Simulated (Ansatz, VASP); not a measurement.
InSb: VASP beside Ansatz

```
CELL_PARAMETERS angstrom
4.29678 0.00000 0.00000
-2.14839 3.72112 0.00000
0.00000 0.00000 3.77336
ATOMIC_POSITIONS crystal
In 0.66667 0.33333 0.50000
Sb 0.00000 0.00000 0.00000
```

Change from the starting cell: species swapped into the WC type (P-6m2, No. 187).

Alike in both runs: functional PBE; k mesh 18 × 18 × 14; occupations gaussian, width 0.1 eV; no spin polarisation.

Ansatz relaxed the structure, and its values are those at the end. VASP's run is a single point on that final structure, the one shown.

|  | VASP | Ansatz |
| --- | --- | --- |
| version | VASP 6.6.1 | Ansatz 0.2.0 |
| potentials or method | VASP PAW PBE potentials, release 64 (In_d, Sb), cutoff 520 eV | scalar-relativistic, plane waves, PAW |
| valence electrons in the cell | 18 | 28 |

|  | VASP | Ansatz | Ansatz less VASP |
| --- | --- | --- | --- |
| gap on the k mesh at the Fermi level (eV) | none | none | - |
| pressure (GPa) | 0.0 | 0.0 | +0.03 |

A gap of «none» marks a metal or a gap that the smearing closes. With one functional, cell and mesh, what is left measures potentials, basis and numerics. VASP's potentials hold 18 valence electrons a cell and Ansatz's 28, so a difference there can come from the potentials and not from the codes.

Spin-orbit coupling is off throughout.
